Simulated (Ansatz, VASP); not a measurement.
Cd, level by level in two programs

```
CELL_PARAMETERS angstrom
2.93861 0.00000 0.00000
-1.46931 2.54491 0.00000
0.00000 0.00000 5.54173
ATOMIC_POSITIONS crystal
Cd 0.66667 0.33333 0.75000
Cd 0.33333 0.66667 0.25000
```

Single points on this cell with VASP 6.6.1 and Ansatz 0.2.0. Each row is one pair of runs. Alike in all rows: spin: off; k mesh: 10 × 10 × 5; smearing: fermi-dirac, width 0.05 eV.

| level | VASP's potentials, cutoff | Ansatz's potentials, cutoff | gap on the k mesh at the Fermi level (eV), VASP | gap on the k mesh at the Fermi level (eV), Ansatz |
| --- | --- | --- | --- | --- |
| PBEsol | VASP PAW PBE potentials, release 64 (Cd), 520 eV | PseudoDojo stringent (PBEsol files), 1633 eV | none | none |
| LDA | VASP PAW LDA potentials, release 64 (Cd), 520 eV | Ansatz PAW, 420 eV | none | none |
| r2SCAN | VASP PAW PBE potentials, release 64 (Cd), 520 eV | Ansatz PAW, 500 eV | none | none |

VASP's potentials hold 24 valence electrons a cell and Ansatz's 40, so a difference there can come from the potentials and not from the codes.

A gap of «none» marks a metal or a gap that the smearing closes.
